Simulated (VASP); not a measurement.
# F (Fm-3m) in VASP: notebook

The runs below take F through single point, with LDA.

Program: VASP 6.6.1. These are calculated values, not measurements. Logs are shortened: lines on timing, memory, paths and dates and some standing lists are left out, and cuts for length are marked.

**1. The cell of the first run**

It takes space group Fm-3m (No. 225, cubic). Conventional cell: a = 2.377 Å, b = 2.377 Å, c = 2.377 Å, α = 90.00°, β = 90.00°, γ = 90.00°. F (site symmetry m-3m) has 12 F at 1.68 Å within 2.2 Å.

**2. Single point, LDA (3.36 Å³/atom)**

POSCAR

```
F
1.0
    0.0000000000      1.1887163893      1.1887163893
    1.1887163893      0.0000000000      1.1887163893
    1.1887163893      1.1887163893      0.0000000000
F
1
Direct
    0.0000000000      0.0000000000      0.0000000000
```

INCAR.step1

```
PREC = Accurate
ENCUT = 520
EDIFF = 1E-6
ISMEAR = -1
SIGMA = 0.05
LREAL = False
LASPH = True
NELM = 60
ALGO = Normal
ISIF = 2
LWAVE = False
LCHARG = True
NBANDS = 10
```

KPOINTS.step1

```
Automatic mesh
0
Gamma
  17 17 17
```

INCAR.step2

```
PREC = Accurate
ENCUT = 520
EDIFF = 1E-6
ISMEAR = -5
SIGMA = 0.05
LREAL = False
LASPH = True
NELM = 60
ALGO = Normal
ISIF = 2
LWAVE = False
LCHARG = False
LORBIT = 10
NBANDS = 10
NEDOS = 2001
ICHARG = 11
```

KPOINTS.step2

```
Automatic mesh
0
Gamma
  26 26 26
```

Potentials or basis: VASP PAW LDA potentials, release 64 (F).

Launch:

```bash
$ cat potpaw_LDA.64/F/POTCAR > POTCAR
$ cp INCAR.step1 INCAR
$ cp KPOINTS.step1 KPOINTS
$ mpirun -np 1 vasp_std > vasp.out
$ cp INCAR.step2 INCAR
$ cp KPOINTS.step2 KPOINTS
$ mpirun -np 1 vasp_std > vasp.out
```

OUTCAR:

```text
PREC = Accurate
   ENCUT = 520
   EDIFF = 1E-6
   ISMEAR = -5
   LREAL = False
   LASPH = True
   NELM = 60
   ISIF = 2
   LORBIT = 10
   ICHARG = 11

 ion  position               nearest neighbor table
   1  0.000  0.000  0.000-

  LATTYP: Found a face centered cubic cell.
 ALAT       =     2.3774327786

  Lattice vectors:

 A1 = (   0.0000000000,   1.1887163893,   1.1887163893)
 A2 = (   1.1887163893,   0.0000000000,   1.1887163893)
 A3 = (   1.1887163893,   1.1887163893,   0.0000000000)

Analysis of symmetry for initial positions (statically):
=====================================================================
 Subroutine PRICEL returns:
 Original cell was already a primitive cell.

 Routine SETGRP: Setting up the symmetry group for a
 face centered cubic supercell.

 Subroutine GETGRP returns: Found 48 space group operations
 (whereof 48 operations were pure point group operations)
 out of a pool of 48 trial point group operations.

The static configuration has the point symmetry O_h .

Analysis of symmetry for dynamics (positions and initial velocities):
=====================================================================
 Subroutine PRICEL returns:
 Original cell was already a primitive cell.

 Routine SETGRP: Setting up the symmetry group for a
 face centered cubic supercell.

 Subroutine GETGRP returns: Found 48 space group operations
 (whereof 48 operations were pure point group operations)
 out of a pool of 48 trial point group operations.

The dynamic configuration has the point symmetry O_h .

 Subroutine INISYM returns: Found 48 space group operations
 (whereof 48 operations are pure point group operations),
 and found     1 'primitive' translations

----------------------------------------------------------------------------------------

                                     Primitive cell

  volume of cell :       3.3594

  direct lattice vectors                    reciprocal lattice vectors
     0.000000000  1.188716389  1.188716389    -0.420621777  0.420621777  0.420621777
     1.188716389  0.000000000  1.188716389     0.420621777 -0.420621777  0.420621777
     1.188716389  1.188716389  0.000000000     0.420621777  0.420621777 -0.420621777

  length of vectors
     1.681098840  1.681098840  1.681098840     0.728538289  0.728538289  0.728538289

  position of ions in fractional coordinates (direct lattice)
     0.000000000  0.000000000  0.000000000

  ion indices of the primitive-cell ions
   primitive index   ion index
                 1           1

----------------------------------------------------------------------------------------

 KPOINTS: Automatic mesh

Automatic generation of k-mesh.
 Grid dimensions read from file:
 generate k-points for:   26   26   26

 Generating k-lattice:

  Cartesian coordinates                     Fractional coordinates (reciprocal lattice)
    -0.016177761  0.016177761  0.016177761     0.038461538  0.000000000  0.000000000
     0.016177761 -0.016177761  0.016177761     0.000000000  0.038461538  0.000000000
     0.016177761  0.016177761 -0.016177761     0.000000000  0.000000000  0.038461538

  Length of vectors
     0.028020703  0.028020703  0.028020703

  Shift w.r.t. Gamma in fractional coordinates (k-lattice)
     0.000000000  0.000000000  0.000000000

 TETIRR: Found   2360 inequivalent tetrahedra from   105456

 Subroutine IBZKPT returns following result:
 ===========================================

 Found    511 irreducible k-points:

 Following reciprocal coordinates:
            Coordinates               Weight
  0.000000  0.000000  0.000000      1.000000
  0.038462  0.000000  0.000000      8.000000
  0.076923  0.000000  0.000000      8.000000
  0.115385  0.000000  0.000000      8.000000
  0.153846  0.000000  0.000000      8.000000
  0.192308  0.000000  0.000000      8.000000
[... 16 lines left out ...]
  0.346154  0.038462  0.000000     24.000000
  0.384615  0.038462  0.000000     24.000000
 [... further k-points ...]
   k-points           NKPTS =    511   k-points in BZ     NKDIM =    511   number of bands    NBANDS=     10
   number of dos      NEDOS =   2001   number of ions     NIONS =      1
   total plane-waves  NPLWV =   2744
   dimension x,y,z NGX =    14 NGY =   14 NGZ =   14
   dimension x,y,z NGXF=    28 NGYF=   28 NGZF=   28
   ions per type =               1
   NGX,Y,Z   is equivalent  to a cutoff of  13.84, 13.84, 13.84 a.u.
   NGXF,Y,Z  is equivalent  to a cutoff of  27.69, 27.69, 27.69 a.u.
 SYSTEM =  unknown system
   PREC   = accura    normal or accurate (medium, high low for compatibility)
   ISTART =      0    job   : 0-new  1-cont  2-samecut
   ICHARG =     11    charge: 1-file 2-atom 10-const
   ISPIN  =      1    spin polarized calculation?
   LNONCOLLINEAR =      F non collinear calculations
   LSORBIT =      F    spin-orbit coupling
   LASPH  =      T    aspherical Exc in radial PAW
   ENCUT  =  520.0 eV  38.22 Ry    6.18 a.u.   3.13  3.13  3.13*2*pi/ulx,y,z
   NELM   =     60;   NELMIN=  2; NELMDL=  0     # of ELM steps
   EDIFF  = 0.1E-05   stopping-criterion for ELM
   LREAL  =      F    real-space projection
   EDIFFG = 0.1E-04   stopping-criterion for IOM
   NSW    =      0    number of steps for IOM
   IBRION =     -1    ionic relax: 0-MD 1-quasi-New 2-CG
   NFREE  =      0    steps in history (QN), initial steepest desc. (CG)
   ISIF   =      2    stress and relaxation
   ISYM   =      2    0-nonsym 1-usesym 2-fastsym
   POTIM  = 0.5000    time-step for ionic-motion
   TEBEG  =    0.0;   TEEND  =   0.0 temperature during run
   PSTRESS=    0.0 pullay stress
   NELECT =       7.0000    total number of electrons
   NUPDOWN=      -1.0000    fix difference up-down
   EMIN   =  10.00;   EMAX   =-10.00  energy-range for DOS
   EFERMI =   0.00;   METHOD = LEGACY
   ISMEAR =    -5;   SIGMA  =   0.05  broadening in eV -4-tet -1-fermi 0-gaus
   EFERMI_NEDOS =   21; number of points for ismear=-14 and -15
   IALGO  =     38    algorithm
   IMIX   =      4    mixing-type and parameters
     AMIX     =   0.40;   BMIX     =  1.00
     AMIX_MAG =   1.60;   BMIX_MAG =  1.00
  volume/ion in A,a.u.               =       3.36        22.67
  Fermi-wavevector in a.u.,A,eV,Ry     =   2.090993  3.951404 59.488101  4.372252
  Thomas-Fermi vector in A             =   3.083402
   LORBIT       =     10    0 simple, 1 ext, 2 COOP (PROOUT), +10 PAW based schemes
   GGA     = CA    functional components
   LHFCALC =     F    Hartree Fock is set to
   AEXX    =    0.0000 exact exchange contribution
   IVDW    =     0    specifies the selected vdW correction
   LEPSILON=     F    determine dielectric tensor
   LRPA    =     F    only Hartree local field effects (RPA)
 non-spin polarized calculation
 Fermi weights with tetrahedron method with Bloechl corrections
  energy-cutoff  :      520.00
  volume of cell :        3.36
 maximum number of plane-waves:       100
 NGX is ok and might be reduce to    14

 number of electron       6.9999994 magnetization

 Free energy of the ion-electron system (eV)
  ---------------------------------------------------
  ext. energy  EPLUGINS =         0.00000000
  ---------------------------------------------------
  free energy    TOTEN  =         4.38495200 eV

  energy without entropy =        4.38495200  energy(sigma->0) =        4.38495200

 E-fermi :  14.6739     XC(G=0): -18.1562

 val. band max:       14.8013541684   @ k =   0.3462   0.1154   0.0000
 cond. band min:      14.6444935478   @ k =   0.4231   0.1154   0.0000
 fundamental gap:     -0.1568606205
 Fermi energy:        14.6738798853

 k-point     1 :       0.0000    0.0000    0.0000
  band No.  band energies     occupation
      1     -23.0785      2.00000
      2      17.4172      0.00000
      3      17.4172      0.00000
      4      17.4172      0.00000
      5      51.0059      0.00000
      6      65.5807      0.00000
      7      65.5807      0.00000
      8      65.5807      0.00000
      9      72.8022      0.00000
     10      87.8054      0.00000

 k-point     2 :       0.0385    0.0000    0.0000
  band No.  band energies     occupation
      1     -22.9849      2.00000
      2      17.1847      0.00000
      3      17.3847      0.00000
      4      17.3847      0.00000
      5      51.0731      0.00000
      6      64.2829      0.00000
      7      65.6975      0.00000
      8      65.6975      0.00000
      9      74.3470      0.00000
     10      85.0655      0.00000

 k-point     3 :       0.0769    0.0000    0.0000
  band No.  band energies     occupation
      1     -22.7066      2.00000
      2      16.4889      0.00000
      3      17.2888      0.00000
      4      17.2888      0.00000
      5      51.2593      0.00000
      6      61.8775      0.00000
      7      66.0168      0.00000
      8      66.0168      0.00000
      9      77.2465      0.00000
     10      82.3276      0.00000

 k-point     4 :       0.1154    0.0000    0.0000
  band No.  band energies     occupation
      1     -22.2428      2.00000
      2      15.3691     -0.07402
      3      17.1383      0.00000
      4      17.1383      0.00000
      5      51.5223      0.00000
      6      59.5014      0.00000
      7      66.4156      0.00000
      8      66.4156      0.00000
      9      79.2349      0.00000
     10      80.1485      0.00000
[... 222 lines left out ...]
 k-point    22 :       0.3077    0.0385    0.0000
  band No.  band energies     occupation
      1     -17.6799      2.00000
      2       6.2941      2.00000
      3      15.7744      0.00000
      4      16.1647      0.00000
      5      50.7739      0.00000
      6      54.5377      0.00000
      7      63.4192      0.00000
      8      64.6298      0.00000
      9      75.2812      0.00000
     10      80.0749      0.00000

 k-point    23 :       0.3462    0.0385    0.0000
  band No.  band energies     occupation
      1     -16.2856      2.00000
      2       3.9734      2.00000
      3      15.5960      0.00000
      4      15.9201      0.00000
      5      50.1611      0.00000
      6      54.5549      0.00000
      7      62.5491      0.00000
      8      63.6673      0.00000
      9      74.4345      0.00000
     10      82.7965      0.00000

 k-point    24 :       0.3846    0.0385    0.0000
  band No.  band energies     occupation
      1     -14.7899      2.00000
      2       1.6924      2.00000
      3      15.4617      0.00000
      4      15.6965      0.00000
      5      49.6709      0.00000
      6      54.5604      0.00000
      7      61.8968      0.00000
      8      62.8017      0.00000
      9      73.8466      0.00000
     10      85.8953      0.00000

 [... further k-points ...]

------------------------ aborting loop because EDIFF is reached ----------------------------------------

  FORCE on cell =-STRESS in cart. coord.  units (eV):
  Direction    XX          YY          ZZ          XY          YZ          ZX
  --------------------------------------------------------------------------------------
  -------------------------------------------------------------------------------------
  Total       17.5103705     17.5103705     17.5103705     -0.0000000     -0.0000000      0.0000000
  in kB     8351.0516719   8351.0516719   8351.0516719     -0.0000000     -0.0000000      0.0000000
  external PRESSURE =    8351.0516719 kB  Pullay stress =       0.0000000 kB

 VOLUME and BASIS-vectors are now :
 -----------------------------------------------------------------------------
  energy-cutoff  :      520.00
  volume of cell :        3.36
      direct lattice vectors                 reciprocal lattice vectors
     0.000000000  1.188716389  1.188716389    -0.420621777  0.420621777  0.420621777
     1.188716389  0.000000000  1.188716389     0.420621777 -0.420621777  0.420621777
     1.188716389  1.188716389  0.000000000     0.420621777  0.420621777 -0.420621777

 POSITION                                       TOTAL-FORCE (eV/Angst)
 -----------------------------------------------------------------------------------
      0.00000      0.00000      0.00000         0.000000     -0.000000      0.000000
 -----------------------------------------------------------------------------------
    total drift:                               -0.000000     -0.000000     -0.000000

  FREE ENERGIE OF THE ION-ELECTRON SYSTEM (eV)
  ---------------------------------------------------
  free  energy   TOTEN  =         4.3849520036 eV

  energy  without entropy=        4.3849520036  energy(sigma->0) =        4.38495200

 total charge

# of ion       s       p       d       tot
------------------------------------------
    1        1.861   4.331   0.000   6.192
```

It took 22 s on 1 thread of Intel Xeon 8259CL, shared host; peak memory 0.12 GiB.

Results:

| Item | Value |
| --- | --- |
| Valence electrons inside the program's atomic spheres | F 6.19 |

Caveat: an odd number of electrons without spin polarisation forces a metal; a magnetic or distorted state may lie lower; tetrahedron occupations give inexact forces and stress in metals.

[end of part 1 of 2]
